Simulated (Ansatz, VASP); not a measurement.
## Zr in VASP and in Ansatz

INCAR

```
SYSTEM = Zr
PREC = Accurate
ENCUT = 520
EDIFF = 1E-7
ISMEAR = -1
SIGMA = 0.05
LREAL = .FALSE.
LASPH = .TRUE.
NELM = 80
ALGO = Normal
ISIF = 2
LWAVE = .FALSE.
LCHARG = .FALSE.
GGA = PE
NBANDS = 12
```

File KPOINTS:

```
regular mesh
0
G
  16 16 16
  0 0 0
```

The input POSCAR:

```
Zr
1.0
   -1.8167438380      1.8167438380      1.8167438380
    1.8167438380     -1.8167438380      1.8167438380
    1.8167438380      1.8167438380     -1.8167438380
Zr
1
Direct
    0.0000000000      0.0000000000      0.0000000000
```

Input for Ansatz:

```yaml
crystal:
  lattice:
    - [-1.816743838, 1.816743838, 1.816743838]
    - [1.816743838, -1.816743838, 1.816743838]
    - [1.816743838, 1.816743838, -1.816743838]
  atoms:
    - { symbol: Zr, position: [0.0, 0.0, 0.0] }
kpoints:
  mp_grid: { grid: [16, 16, 16] }
scf:
  occupations: { method: fermi_dirac, width: 0.05 }
hamiltonian:
  xc: pbe
  pseudopotentials: { kind: all_electron, lapw: { basis_error: 0.00025 } }
output:
  forces: true
  stress: true
  eigenvalues: true
```

Change from the starting cell: volume scaled by 1.05.

Alike in both runs: task single point; functional PBE; k mesh 16 × 16 × 16; occupations fermi-dirac, width 0.05 eV; no spin polarisation.

|  | VASP | Ansatz |
| --- | --- | --- |
| version | VASP 6.6.1 | Ansatz 0.2.0 |
| potentials or method | VASP PAW PBE potentials, release 64 (Zr_sv), cutoff 520 eV | all-electron LAPW, scalar-relativistic |

|  | VASP | Ansatz | Ansatz less VASP |
| --- | --- | --- | --- |
| pressure (GPa) | -4.0 | -4.0 | -0.01 |

Ansatz ran all-electron here, and VASP with PAW potentials.
